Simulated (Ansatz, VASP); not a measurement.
## CaO in VASP and in Ansatz

```
Ca O
1.0
     0.00000    2.54696    2.35104
     2.54696    0.00000    2.35104
     2.54696    2.54696    0.00000
Ca O
1 1
Direct
  0.00000 0.00000 0.00000
  0.50000 0.50000 0.50000
```

Change from the starting cell: strain +0.040 along x and y, -0.040 along z, atoms carried along.

Alike in both runs: task single point; functional r2SCAN; k mesh 8 × 8 × 8; occupations gaussian, width 0.05 eV; no spin polarisation.

|  | VASP | Ansatz |
| --- | --- | --- |
| version | VASP 6.6.1 | Ansatz 0.2.0 |
| potentials or method | VASP PAW PBE potentials, release 64 (Ca_sv, O), cutoff 520 eV | scalar-relativistic, plane waves, PAW |
| valence electrons in the cell | 16 | 16 |

```csv
,VASP,Ansatz,Ansatz less VASP
gap on the k mesh at the Fermi level (eV),3.92,3.94,+0.014
least direct gap on the mesh (eV),4.42,4.43,+0.008
pressure (GPa),-7.5,-8.2,-0.70
"traceless stress, the component that is largest in VASP (GPa)",6.49,5.96,-0.534
```

VASP's potentials were made for PBE, not for r2SCAN. The functional is the same, so the differences come from potentials, cutoffs and numerics.
